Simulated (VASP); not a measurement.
Runs of VASP 6.6.1 on As2P3. The structure is that of space group P-3m1 (No. 164), or close to it. The cells are those of the table. 

| task | cell | k mesh | cutoff (eV) | gap on the mesh (eV) | pressure (GPa) | relaxed volume (Å³/atom) | largest force (eV/Å) |
| --- | --- | --- | --- | --- | --- | --- | --- |
| single point | a = 4.605, b = 4.605, c = 5.661 Å, angles 90.0, 90.0, 120.0°, 5 atoms | 12 × 12 × 6 | 520 | none | 0.1 | - | 0.01 |
| single point | a = 4.215, b = 4.215, c = 6.226 Å, angles 90.0, 90.0, 120.0°, 5 atoms | 6 × 6 × 4 | 520 | none | (b) | - | 0.04 |
| relaxation of cell and atoms | relaxed from a = 4.076, b = 4.076, c = 6.341 Å, angles 90.0, 90.0, 120.0°, 5 atoms | 6 × 6 × 4 | 600 | none | -0.1 | (a) | - |
| single point | a = 4.076, b = 4.076, c = 6.341 Å, angles 90.0, 90.0, 120.0°, 5 atoms | 6 × 6 × 4 | 520 | none | 5.4 | - | 0.85 |
| relaxation of cell and atoms | relaxed from a = 4.408, b = 4.408, c = 5.323 Å, angles 90.0, 90.0, 120.0°, 5 atoms | 6 × 6 × 4 | 600 | none | 0.2 | 20.86 | 0.04 |

Alike in all rows: level PBE; potentials or basis VASP PAW PBE potentials, release 64 (P, As); no spin polarisation; smearing gaussian 0.1 eV.

Question: Fill in the values left out.

Answer: (a) 17.42; (b) 0.0.

Caveats: this functional lacks dispersion, which binds the layers, so the pressure and a relaxed spacing across them are unreliable (some runs); the volume moved by over 15 % at a fixed basis, so the end points are rough (some runs).

A k mesh can miss the band edges, and the runs leave out spin-orbit coupling on As.

A gap of «none» marks levels without a gap at the run's occupations.
